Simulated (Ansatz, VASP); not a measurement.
# One calculation of GaP4, two programs

File INCAR:

```
PREC = Accurate ; ENCUT = 600
EDIFF = 1E-7 ; ISMEAR = 0
SIGMA = 0.1 ; LREAL = False
LASPH = True ; NELM = 100
ALGO = Normal ; ISIF = 3
LWAVE = False ; LCHARG = False
GGA = PE ; IBRION = 2
NSW = 90 ; EDIFFG = -0.04
```

File KPOINTS:

```
regular mesh
0
Gamma
  4 4 4
```

Contents of POSCAR:

```
GaP4
1.0
    4.9474127600      0.0000000000      0.0000000000
    0.0000000000      4.9474127600      0.0000000000
    0.0000000000      0.0000000000      4.9474127600
Ga P
1 4
Direct
    0.0000000000      0.0000000000      0.0000000000
    0.2437810800      0.7562189200      0.7562189200
    0.7562189200      0.2437810800      0.7562189200
    0.7562189200      0.7562189200      0.2437810800
    0.2437810800      0.2437810800      0.2437810800
```

Input for Ansatz:

```yaml
crystal:
  lattice:
    - [4.94741276, 0.0, 0.0]
    - [0.0, 4.94741276, 0.0]
    - [0.0, 0.0, 4.94741276]
  atoms:
    - { symbol: Ga, position: [0.0, 0.0, 0.0] }
    - { symbol: P, position: [0.24378108, 0.75621892, 0.75621892] }
    - { symbol: P, position: [0.75621892, 0.24378108, 0.75621892] }
    - { symbol: P, position: [0.75621892, 0.75621892, 0.24378108] }
    - { symbol: P, position: [0.24378108, 0.24378108, 0.24378108] }
basis:
  ecutwfc: 420
kpoints:
  mp_grid: { grid: [4, 4, 4] }
hamiltonian:
  xc: pbe
scf:
  occupations: { method: gaussian, width: 0.1 }
  lower_state_search: "off"
output:
  forces: true
  stress: true
  eigenvalues: true
relax:
  adjacent_minimum: "off"
  f_tol: 0.04
  max_steps: 70
  cell: { stress_tol: 0.4 }
```

Change from the starting cell: species swapped into the SnI4 type (P-43m, No. 215).

Alike in both runs: task relaxation of cell and atoms; functional PBE; k mesh 4 × 4 × 4; occupations gaussian, width 0.1 eV; no spin polarisation.

```csv
,VASP,Ansatz
version,VASP 6.6.1,Ansatz 0.2.0
potentials or method,"VASP PAW PBE potentials, release 64 (Ga_d, P), cutoff 600 eV","scalar-relativistic, plane waves, PAW"
valence electrons in the cell,33,33
```

|  | VASP | Ansatz | Ansatz less VASP |
| --- | --- | --- | --- |
| gap on the k mesh at the Fermi level, each at its own relaxed structure (eV) | none | none | - |
| relaxed volume (Å³/atom) | 27.05 | 26.26 | -0.789 |
| relaxed length of the cell vector where the two differ most in proportion (Å) | 5.133 | 5.083 | -0.0504 |

A gap of «none» marks a metal or a gap that the smearing closes.
